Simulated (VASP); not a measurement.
Wanted: the native input for a VASP 6.6.1 run.

```yaml
Task: single point
Functional: PBE
Dispersion: D3(BJ)
Potentials_or_basis: VASP PAW PBE potentials, release 64 (Ge_d, H)
Cutoff: 520 eV
k_mesh: 3 × 3 × 1
Occupations: gaussian, width 0.1 eV
Spin: no spin polarisation
Dipole_correction: yes
Further_INCAR_settings: LREAL = Auto; ALGO = Normal; EDIFF = 1e-06; NBANDS = 130
```

The structure of Ge4H lies in POSCAR:

```
Ge4H
1.0
    8.0601468099      0.0000000000      0.0000000000
   -4.0300734049      6.9802918956      0.0000000000
    0.0000000000      0.0000000000     22.8631764450
Ge H
16 4
Direct
    0.6666666667      0.3333333333      0.3499076350
    0.6666666667      0.8333333333      0.3499076350
    0.1666666667      0.3333333333      0.3499076350
    0.1666666667      0.8333333333      0.3499076350
    0.5000000000      0.5000000000      0.3858884312
    0.5000000000      0.0000000000      0.3858884312
    0.0000000000      0.5000000000      0.3858884312
    0.0000000000      0.0000000000      0.3858884312
    0.0014588058      0.4985411942      0.5166752068
   -0.0065443546      0.0065443546      0.5151084253
    0.4934556454      0.5065443546      0.5151084253
    0.5014588058     -0.0014588058      0.5166752068
    0.8304180773      0.6695819227      0.5444378301
    0.8311043933      0.1688956067      0.5520118505
    0.3311043933      0.6688956067      0.5520118505
    0.3304180773      0.1695819227      0.5444378301
    0.6666411154      0.3333588846      0.4490434776
    0.6666101419      0.3333898581      0.4829214430
    1.1666411154      0.8333588846      0.4490434776
    1.1666101419      0.8333898581      0.4829214430
```

These files were run (other wordings do the same):

INCAR

```
SYSTEM = Ge4H
ALGO = Normal ; DIPOL = 0.5 0.5 0.453
EDIFF = 1E-6 ; ENCUT = 520
GGA = PE ; IDIPOL = 3
ISIF = 2 ; ISMEAR = 0
IVDW = 12 ; LASPH = .TRUE.
LCHARG = .FALSE. ; LDIPOL = .TRUE.
LREAL = Auto ; LWAVE = .FALSE.
NBANDS = 130 ; NELM = 80
PREC = Accurate ; SIGMA = 0.1
```

KPOINTS

```
k-points
0
G
  3 3 1
  0 0 0
```

Potentials or basis: VASP PAW PBE potentials, release 64 (Ge_d, H).

Launch:

```console
$ cat potpaw_PBE.64/Ge_d/POTCAR potpaw_PBE.64/H/POTCAR > POTCAR
$ mpirun -np 1 vasp_std > vasp.out
```

Results of the run:

* Largest force: 0.379 eV/Å
* Band gap on the k mesh: 0.21 eV
* Dispersion energy per atom: -0.194 eV

It took 22 min on 1 thread of Intel(R) Xeon(R) 6975P-C (Granite Rapids), with other jobs on the host, peak memory 1.4 GiB.
